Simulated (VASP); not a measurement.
Set up this calculation in VASP 6.6.1, as the native input.

* Task: single point
* Functional: PBE
* Potentials or basis: VASP PAW PBE potentials, release 64 (W_sv, S)
* Cutoff: 520 eV
* k mesh: 4 × 3 × 3
* Occupations: gaussian, width 0.1 eV
* Spin: no spin polarisation
* Dipole correction: no
* Further INCAR settings: ALGO = Normal; EDIFF = 1e-06; NBANDS = 42

The structure of WS3 lies in POSCAR:

```
WS3
1.0
    0.0000000000      0.0000000000      2.9251296390
   10.2891257795      0.0000000000      0.0000000000
   -5.1445628898      8.9106443077      0.0000000000
W S
2 6
Direct
    0.7500000000      0.3333333333      0.6666666667
    0.2500000000      0.6666666667      0.3333333333
    0.2500000000      0.2282833542      0.4565667083
    0.2500000000      0.5434332917      0.7717166458
    0.2500000000      0.2282833542      0.7717166458
    0.7500000000      0.7717166458      0.5434332917
    0.7500000000      0.4565667083      0.2282833542
    0.7500000000      0.7717166458      0.2282833542
```

The input as run:

INCAR

```
SYSTEM = WS3
ALGO = Normal
EDIFF = 1E-6
ENCUT = 520
GGA = PE
ISIF = 2
ISMEAR = 0
LASPH = .True.
LCHARG = .False.
LREAL = .False.
LWAVE = .False.
NBANDS = 42
NELM = 80
PREC = Accurate
SIGMA = 0.1
```

KPOINTS

```
k-points
0
Gamma
  4 3 3
  0 0 0
```

Potentials or basis: VASP PAW PBE potentials, release 64 (W_sv, S).

Run with:

```console
$ cat potpaw_PBE.64/W_sv/POTCAR potpaw_PBE.64/S/POTCAR > POTCAR
$ mpirun -np 1 vasp_std > vasp.out
```

It gave:

The pressure is 0.2 GPa. The largest force is 0.050 eV/Å and the band gap on the k mesh is 0.54 eV.

Caveat: the k points lie up to 0.54 Å⁻¹ apart; spin-orbit coupling is left out, which moves the levels of the heavy elements; this functional lacks dispersion, which binds layers or chains, so the pressure and a relaxed spacing across them are unreliable.

It took 76 s on 1 thread of Intel(R) Xeon(R) 6975P-C (Granite Rapids), on a shared host, peak memory 0.4 GiB.
